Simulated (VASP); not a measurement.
Write the native input for VASP 6.6.1 that does the following.

* Task: relaxation of cell and atoms
* Functional: PBE
* Potentials or basis: VASP PAW PBE potentials, release 64 (Ga_d)
* Cutoff: 600 eV
* k mesh: 16 × 16 × 16
* Occupations: fermi-dirac, width 0.05 eV
* Spin: no spin polarisation
* Target pressure: 82 GPa
* Dipole correction: no
* Further INCAR settings: ALGO = Normal; EDIFF = 1e-06; IBRION = 2; EDIFFG = -0.005; NSW = 32; ISIF = 3

The structure of Ga lies in POSCAR:

```
Ga
1.0
    2.2957487453      0.0000000000      0.0000000000
    0.0000000000      2.2957487453      0.0000000000
    0.0000000000      0.0000000000      2.2957487453
Ga
1
Direct
    0.0000000000      0.0000000000      0.0000000000
```

This isn't the form of Ga at room conditions, which is orthorhombic.

The input as run:

INCAR

```
  ALGO = Normal
  EDIFF = 1E-6
  EDIFFG = -0.005
  ENCUT = 600
  GGA = PE
  IBRION = 2
  ISIF = 3
  ISMEAR = -1
  LASPH = True
  LCHARG = False
  LREAL = False
  LWAVE = False
  NELM = 60
  NSW = 32
  PREC = Accurate
  PSTRESS = 820.0
  SIGMA = 0.05
```

KPOINTS

```
k-points
0
Gamma
  16 16 16
```

Potentials or basis: VASP PAW PBE potentials, release 64 (Ga_d).

Launch:

```bash
$ cat potpaw_PBE.64/Ga_d/POTCAR > POTCAR
$ mpirun -np 1 vasp_std > vasp.out
```

It gave:

The relaxed volume is 12.12 Å³/atom and the relaxed cell is a = 2.297 Å, b = 2.297 Å, c = 2.297 Å, α = 90.00°, β = 90.00°, γ = 90.00°. The space group after relaxing (to 0.1 Å) is Pm-3m (No. 221), the energy change on relaxing (the run minimises the enthalpy) is -11.4 meV/atom and the ionic steps are 3. The pressure after relaxing is 82.0 GPa and the band gap on the k mesh is zero (an odd number of electrons rules out a gap without spin polarisation).

Caveat: the cell is relaxed towards a set pressure, so the run minimises the enthalpy, not the energy.

Wall time 47 s on 1 thread of Intel Xeon 8259CL, on a shared host, peak memory 0.14 GiB.
